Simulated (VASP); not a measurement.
# Bi7Sb (R3m) in VASP: a series of runs

Bi7Sb is run at these levels: PBE+D3(BJ), r2SCAN; tasks: band structure.

Everything below comes from runs of VASP 6.6.1. Logs are shortened: lines on timing, memory, paths and dates and some standing lists are left out, and cuts for length are marked.

## (1) The cell of the first run

It takes space group R3m (No. 160, trigonal). The conventional cell has a = 9.015 Å, b = 9.015 Å, c = 11.605 Å, α = 90.00°, β = 90.00°, γ = 120.00°. Sb (site symmetry 3m) has 6 Bi at 3.02 to 3.48 Å within 4.0 Å. Within 4.1 Å of Bi (site symmetry m) lie 6 Bi at 3.08 to 3.42 Å. Within 4.1 Å of Bi (site symmetry 3m) lie 6 Bi at 3.08 to 3.42 Å. Bi (site symmetry m) has 2 Sb at 3.02 to 3.48 Å and 4 Bi at 3.09 to 3.42 Å within 4.0 Å.

## (2) Band structure, PBE+D3(BJ)

Contents of INCAR:

```
SYSTEM = Bi7Sb
PREC = Accurate
ENCUT = 520
EDIFF = 1E-7
ISMEAR = 0
SIGMA = 0.03
LREAL = .False.
LASPH = .True.
NELM = 80
ALGO = Fast
ISIF = 2
LWAVE = .False.
LCHARG = .False.
GGA = PE
IVDW = 12
NBANDS = 124
ICORELEVEL = 1
KPAR = 4
```

Contents of KPOINTS:

```
Automatic mesh
0
Gamma
  6 6 4
  0 0 0
```

Contents of POSCAR:

```
Bi7Sb                                   
1.0
    9.0154139955     -0.0000000000     -0.0000000000
    4.5077069977     -7.8075775417      0.0000000000
    4.5077069977     -2.6025258505     -7.7365688611
  Sb              Bi            
     2    14
Direct
     0.1173586140937446    0.6173586140937446    0.1479241577187663
     0.6173586140937446    0.1173586140937446    0.6479241577187663
     0.1170623583290964    0.1195560295140800    0.1438255826427366
     0.1195560295140799    0.6195560295140800    0.6438255826427366
     0.1195560295140801    0.1170623583291034    0.6438255826427364
     0.6195560295140798    0.6170623583291035    0.1438255826427365
     0.6195560295140800    0.1195560295140800    0.1438255826427366
     0.6170623583290964    0.6195560295140798    0.6438255826427366
     0.3817912759340697    0.8817912759340626    0.3546261721978050
     0.3762316512686616    0.3842220206731339    0.3553243073850707
     0.3842220206731338    0.8842220206731339    0.8553243073850707
     0.3842220206731411    0.3762316512686615    0.8553243073850707
     0.8842220206731410    0.8762316512686613    0.3553243073850705
     0.8842220206731339    0.3842220206731339    0.3553243073850707
     0.8762316512686615    0.8842220206731339    0.8553243073850707
     0.8817912759340697    0.3817912759340626    0.8546261721978050
```

Contents of KPOINTS_OPT:

```
explicit points
8
Reciprocal
 0.0000000000  0.0000000000  0.0000000000 1
 0.2596565504 -0.2596565504  0.5000000000 1
 0.4806868991 -0.2596565504  0.2403434496 1
 0.5000000000  0.0000000000  0.5000000000 1
 0.0000000000 -0.5000000000  0.0000000000 1
 0.0000000000 -0.3894848256  0.3701717248 1
 0.3894848256  0.0000000000  0.6298282752 1
 0.3701717248 -0.2596565504  0.3701717248 1
```

Potentials or basis: VASP PAW PBE potentials, release 64 (Sb, Bi_d).

Started as:

```console
cat potpaw_PBE.64/Sb/POTCAR potpaw_PBE.64/Bi_d/POTCAR > POTCAR
mpirun -np 4 vasp_std > vasp.out
```

OUTCAR:

```text
SYSTEM = Bi7Sb
   PREC = Accurate
   ENCUT = 520
   EDIFF = 1E-7
   ISMEAR = 0
   LREAL = .False.
   LASPH = .True.
   NELM = 80
   ISIF = 2
   GGA = PE
   IVDW = 12
 IVDW          = 12

 ion  position               nearest neighbor table
   1  0.117  0.617  0.148-  14 3.02  10 3.02  13 3.02  15 3.48  11 3.48  12 3.48
   2  0.617  0.117  0.648-  11 3.02  15 3.02  12 3.02  10 3.48  14 3.48  13 3.48
   3  0.117  0.120  0.144-   9 3.08  13 3.09  14 3.09  12 3.42  11 3.42  16 3.42
   4  0.120  0.620  0.644-  16 3.08  12 3.09  15 3.09  13 3.42  10 3.42   9 3.42
   5  0.120  0.117  0.644-  16 3.08  15 3.09  11 3.09  14 3.42  10 3.42   9 3.42
   6  0.620  0.617  0.144-   9 3.08  10 3.09  14 3.09  11 3.42  15 3.42  16 3.42
[... 8 lines left out ...]
  15  0.876  0.884  0.855-   2 3.02   4 3.09   5 3.09   6 3.42   7 3.42   1 3.48
  16  0.882  0.382  0.855-   4 3.08   8 3.08   5 3.08   3 3.42   7 3.42   6 3.42
[... 7 lines left out ...]
 A1 = (  -4.5077069978,  -2.6025258505,  -7.7365688611)
 A2 = (  -0.0000000000,   5.2050516912,  -7.7365688611)
 A3 = (   4.5077069977,  -2.6025258505,  -7.7365688611)

Analysis of symmetry for initial positions (statically):
=====================================================================
 Subroutine PRICEL returns following result:

  LATTYP: Found a trigonal (rhomboedric) cell.
 ALAT       =     6.4850742166
 COS(alpha) =     0.0337011734

  Lattice vectors:

 A1 = (  -0.0000000001,  -5.2050516961,  -3.8682844306)
 A2 = (  -4.5077069978,   2.6025258456,  -3.8682844306)
 A3 = (   4.5077069978,   2.6025258456,  -3.8682844305)

   2 primitive cells build up your supercell.

 Routine SETGRP: Setting up the symmetry group for a
 trigonal (rhombohedral) supercell.

 Subroutine GETGRP returns: Found  6 space group operations
 (whereof  2 operations were pure point group operations)
 out of a pool of 12 trial point group operations.

The static configuration has the point symmetry C_1h.
 The point group associated with its full space group is C_3v.

Analysis of symmetry for dynamics (positions and initial velocities):
=====================================================================
 Subroutine PRICEL returns following result:

  LATTYP: Found a trigonal (rhomboedric) cell.
 ALAT       =     6.4850742166
 COS(alpha) =     0.0337011734

  Lattice vectors:

 A1 = (  -0.0000000001,  -5.2050516961,  -3.8682844306)
 A2 = (  -4.5077069978,   2.6025258456,  -3.8682844306)
 A3 = (   4.5077069978,   2.6025258456,  -3.8682844305)

   2 primitive cells build up your supercell.

 Routine SETGRP: Setting up the symmetry group for a
 trigonal (rhombohedral) supercell.

 Subroutine GETGRP returns: Found  6 space group operations
 (whereof  2 operations were pure point group operations)
 out of a pool of 12 trial point group operations.

The dynamic configuration has the point symmetry C_1h.
 The point group associated with its full space group is C_3v.

 Subroutine INISYM returns: Found  6 space group operations
 (whereof  2 operations are pure point group operations),
 and found     2 'primitive' translations

----------------------------------------------------------------------------------------

                                     Primitive cell

  volume of cell :     272.2829

  direct lattice vectors                    reciprocal lattice vectors
    -0.000000000 -5.205051696 -3.868284431     0.000000000 -0.128080700 -0.086170844
    -4.507706998  2.602525846 -3.868284431    -0.110921140  0.064040350 -0.086170844
     4.507706998  2.602525846 -3.868284431     0.110921140  0.064040350 -0.086170844

  length of vectors
     6.485074217  6.485074216  6.485074216     0.154369946  0.154369946  0.154369946

  position of ions in fractional coordinates (direct lattice)
     0.765282772  0.265282772  0.265282772
     0.263381612  0.763381612  0.260887941
     0.263381612  0.260887941  0.763381612
     0.760887941  0.763381612  0.763381612
     0.236417448  0.736417448  0.736417448
     0.739546328  0.239546328  0.731555959
     0.739546328  0.731555959  0.239546328
[... 105 lines left out ...]
   NELM   =     80;   NELMIN=  2; NELMDL= -5     # of ELM steps
   EDIFF  = 0.1E-06   stopping-criterion for ELM
   LREAL  =      F    real-space projection
   EDIFFG = 0.1E-05   stopping-criterion for IOM
   NSW    =      0    number of steps for IOM
   IBRION =     -1    ionic relax: 0-MD 1-quasi-New 2-CG
   NFREE  =      0    steps in history (QN), initial steepest desc. (CG)
   ISIF   =      2    stress and relaxation
   ISYM   =      2    0-nonsym 1-usesym 2-fastsym
   POTIM  = 0.5000    time-step for ionic-motion
   TEBEG  =    0.0;   TEEND  =   0.0 temperature during run
   PSTRESS=    0.0 pullay stress
   NELECT =     220.0000    total number of electrons
   NUPDOWN=      -1.0000    fix difference up-down
   EMIN   =  10.00;   EMAX   =-10.00  energy-range for DOS
   EFERMI =   0.00;   METHOD = LEGACY
   ISMEAR =     0;   SIGMA  =   0.03  broadening in eV -4-tet -1-fermi 0-gaus
   EFERMI_NEDOS =   21; number of points for ismear=-14 and -15
   IALGO  =     68    algorithm
   IMIX   =      4    mixing-type and parameters
     AMIX     =   0.40;   BMIX     =  1.00
     AMIX_MAG =   1.60;   BMIX_MAG =  1.00
  volume/ion in A,a.u.               =      34.04       229.68
  Fermi-wavevector in a.u.,A,eV,Ry     =   1.210224  2.286991 19.927651  1.464641
  Thomas-Fermi vector in A             =   2.345777
   LORBIT       =      0    0 simple, 1 ext, 2 COOP (PROOUT), +10 PAW based schemes
   GGA     = PE    functional components
   LHFCALC =     F    Hartree Fock is set to
   AEXX    =    0.0000 exact exchange contribution
   IVDW    =    12    specifies the selected vdW correction
   LEPSILON=     F    determine dielectric tensor
   LRPA    =     F    only Hartree local field effects (RPA)
 non-spin polarized calculation
 RMM-DIIS sequential band-by-band and
 Gauss-broadening in eV      SIGMA  =   0.03
  energy-cutoff  :      520.00
  volume of cell :      544.57
 maximum number of plane-waves:     14686
 NGX is ok and might be reduce to    70
   NGX = 33   NGY = 33   NGZ = 35

 number of electron     219.9999999 magnetization

 Free energy of the ion-electron system (eV)
  ---------------------------------------------------
  ext. energy  EPLUGINS =         0.00000000
  ---------------------------------------------------
  free energy    TOTEN  =       -62.44075509 eV

  energy without entropy =      -62.44003803  energy(sigma->0) =      -62.44039656

 the core state eigenenergies are
   1-  1s -30286.8003  2s  -4598.7258  2p  -4126.8376  3s   -892.4198  3p   -738.6732
       3d   -504.2467  4s   -137.4365  4p    -90.4050  4d    -22.1960
   2-  1s -30286.8003  2s  -4598.7258  2p  -4126.8376  3s   -892.4198  3p   -738.6732
       3d   -504.2467  4s   -137.4365  4p    -90.4050  4d    -22.1960
   3-  1s -90628.8037  2s -16271.5411  2p -13911.9052  3s  -3919.5002  3p  -3245.7292
       3d  -2570.6527  4s   -891.2412  4p   -670.5739  4d   -418.8127  4f   -141.5919
       5s   -146.7041  5p    -84.8000
   4-  1s -90628.8037  2s -16271.5411  2p -13911.9052  3s  -3919.5002  3p  -3245.7292
       3d  -2570.6527  4s   -891.2412  4p   -670.5739  4d   -418.8127  4f   -141.5919
       5s   -146.7041  5p    -84.8000
   5-  1s -90628.8037  2s -16271.5411  2p -13911.9052  3s  -3919.5002  3p  -3245.7292
       3d  -2570.6527  4s   -891.2412  4p   -670.5739  4d   -418.8127  4f   -141.5919
       5s   -146.7041  5p    -84.8000
   6-  1s -90628.8037  2s -16271.5411  2p -13911.9052  3s  -3919.5002  3p  -3245.7292
       3d  -2570.6527  4s   -891.2412  4p   -670.5739  4d   -418.8127  4f   -141.5919
       5s   -146.7041  5p    -84.8000
   7-  1s -90628.8037  2s -16271.5411  2p -13911.9052  3s  -3919.5002  3p  -3245.7292
       3d  -2570.6527  4s   -891.2412  4p   -670.5739  4d   -418.8127  4f   -141.5919
       5s   -146.7041  5p    -84.8000
   8-  1s -90628.8037  2s -16271.5411  2p -13911.9052  3s  -3919.5002  3p  -3245.7292
       3d  -2570.6527  4s   -891.2412  4p   -670.5739  4d   -418.8127  4f   -141.5919
[... 11 lines left out ...]
       3d  -2570.7163  4s   -891.3045  4p   -670.6371  4d   -418.8758  4f   -141.6550
       5s   -146.7665  5p    -84.8628
  13-  1s -90628.8715  2s -16271.6053  2p -13911.9697  3s  -3919.5639  3p  -3245.7930
       3d  -2570.7163  4s   -891.3045  4p   -670.6371  4d   -418.8758  4f   -141.6550
       5s   -146.7665  5p    -84.8628
  14-  1s -90628.8715  2s -16271.6053  2p -13911.9697  3s  -3919.5639  3p  -3245.7930
       3d  -2570.7163  4s   -891.3045  4p   -670.6371  4d   -418.8758  4f   -141.6550
       5s   -146.7665  5p    -84.8628
  15-  1s -90628.8715  2s -16271.6053  2p -13911.9697  3s  -3919.5639  3p  -3245.7930
       3d  -2570.7163  4s   -891.3045  4p   -670.6371  4d   -418.8758  4f   -141.6550
       5s   -146.7665  5p    -84.8628
  16-  1s -90628.8265  2s -16271.5630  2p -13911.9272  3s  -3919.5222  3p  -3245.7513
       3d  -2570.6747  4s   -891.2635  4p   -670.5962  4d   -418.8351  4f   -141.6143
       5s   -146.7270  5p    -84.8233

 E-fermi :   6.5757     XC(G=0):  -9.6126

 val. band max:        6.5538065366   @ k =   0.5000   0.0000   0.2500
 cond. band min:       6.5804625445   @ k =  -0.3333  -0.3333   0.2500
 fundamental gap:      0.0266560078
 Fermi energy:         6.5757200262

 k-point     1 :       0.0000    0.0000    0.0000
  band No.  band energies     occupation
      1     -16.3828      2.00000
      2     -16.3828      2.00000
      3     -16.3817      2.00000
      4     -16.3100      2.00000
      5     -16.3100      2.00000
      6     -16.2675      2.00000
[... 2989 lines left out ...]
    121       9.1323      0.00000
    122       9.2248      0.00000

 [... further k-points ...]

 [bands above 122 left out]

------------------------ aborting loop because EDIFF is reached ----------------------------------------

 Edisp (eV)   -7.40593

 E8    (eV) :    -3.6532

  FORCE on cell =-STRESS in cart. coord.  units (eV):
  Direction    XX          YY          ZZ          XY          YZ          ZX
  --------------------------------------------------------------------------------------
  -------------------------------------------------------------------------------------
  Total      -0.08530    -0.08530    -0.10504    -0.00000    -0.00000    -0.00000
  in kB      -0.25096    -0.25096    -0.30904    -0.00000    -0.00000    -0.00000
  external pressure =       -0.27 kB  Pullay stress =        0.00 kB

 VOLUME and BASIS-vectors are now :
 -----------------------------------------------------------------------------
  energy-cutoff  :      520.00
  volume of cell :      544.57
      direct lattice vectors                 reciprocal lattice vectors
     9.015413995  0.000000000  0.000000000     0.110921140  0.064040350  0.043085422
     4.507706998 -7.807577542  0.000000000     0.000000000 -0.128080700  0.043085422
     4.507706998 -2.602525851 -7.736568861     0.000000000  0.000000000 -0.129256266

 POSITION                                       TOTAL-FORCE (eV/Angst)
 -----------------------------------------------------------------------------------
      4.50771     -5.20505     -1.14443         0.000000      0.000000      0.002876
      9.01541     -2.60253     -5.01271         0.000000      0.000000      0.002876
      2.24261     -1.30775     -1.11272        -0.000331     -0.000191      0.001787
      6.77280     -6.51280     -4.98100         0.000331     -0.000191      0.001787
      4.50771     -2.58955     -4.98100         0.000000      0.000383      0.001787
      9.01541     -5.19207     -1.11272         0.000000      0.000383      0.001787
[... 8 lines left out ...]
     15.74096     -9.12964     -6.61728         0.001305      0.000753     -0.003325
     13.52312     -5.20505     -6.61187         0.000000      0.000000      0.001740
 -----------------------------------------------------------------------------------
    total drift:                               -0.000002      0.000001     -0.000473

  FREE ENERGIE OF THE ION-ELECTRON SYSTEM (eV)
  ---------------------------------------------------
  free  energy   TOTEN  =       -69.8466862792 eV

  energy  without entropy=      -69.8459692118  energy(sigma->0) =      -69.84632775
```

Wall time 17 min (4 MPI ranks of Intel Xeon 6975P-C (Granite Rapids), shared host); peak memory 2.9 GiB.

What came out:

- Free energy: -69.8467 eV
- Pressure: 0.0 GPa
- Largest force: 0.004 eV/Å
- Band gap along the path: zero within the smearing
- Dispersion energy per atom: -0.463 eV

Forces on the atoms (eV/Å):
```
Sb   0.000  0.000  0.003
Sb   0.000  0.000  0.003
Bi   0.000  0.000  0.002
Bi   0.000  0.000  0.002
Bi   0.000  0.000  0.002
Bi   0.000  0.000  0.002
Bi   0.000  0.000  0.002
Bi   0.000  0.000  0.002
Bi   0.000  0.000  0.002
Bi   0.001  0.001 -0.003
Bi  -0.001  0.001 -0.003
Bi   0.000 -0.002 -0.003
Bi   0.000 -0.002 -0.003
Bi  -0.001  0.001 -0.003
Bi   0.001  0.001 -0.003
Bi   0.000  0.000  0.002
```

Core levels (eV, on the scale of the bands):
| atom | levels |
| --- | --- |
| 1 Sb | 1s -30286.8, 2s -4598.7, 2p -4126.8, 3s -892.4, 3p -738.7, 3d -504.2, 4s -137.4, 4p -90.4, 4d -22.2 |
| 2 Sb | 1s -30286.8, 2s -4598.7, 2p -4126.8, 3s -892.4, 3p -738.7, 3d -504.2, 4s -137.4, 4p -90.4, 4d -22.2 |
| 3 Bi | 1s -90628.8, 2s -16271.5, 2p -13911.9, 3s -3919.5, 3p -3245.7, 3d -2570.7, 4s -891.2, 4p -670.6, 4d -418.8, 4f -141.6, 5s -146.7, 5p -84.8 |
| 4 Bi | 1s -90628.8, 2s -16271.5, 2p -13911.9, 3s -3919.5, 3p -3245.7, 3d -2570.7, 4s -891.2, 4p -670.6, 4d -418.8, 4f -141.6, 5s -146.7, 5p -84.8 |
| 5 Bi | 1s -90628.8, 2s -16271.5, 2p -13911.9, 3s -3919.5, 3p -3245.7, 3d -2570.7, 4s -891.2, 4p -670.6, 4d -418.8, 4f -141.6, 5s -146.7, 5p -84.8 |
| 6 Bi | 1s -90628.8, 2s -16271.5, 2p -13911.9, 3s -3919.5, 3p -3245.7, 3d -2570.7, 4s -891.2, 4p -670.6, 4d -418.8, 4f -141.6, 5s -146.7, 5p -84.8 |

Caveat: spin-orbit coupling is left out, which moves the levels of the heavy elements.

(Continued in part 2 of 2.)
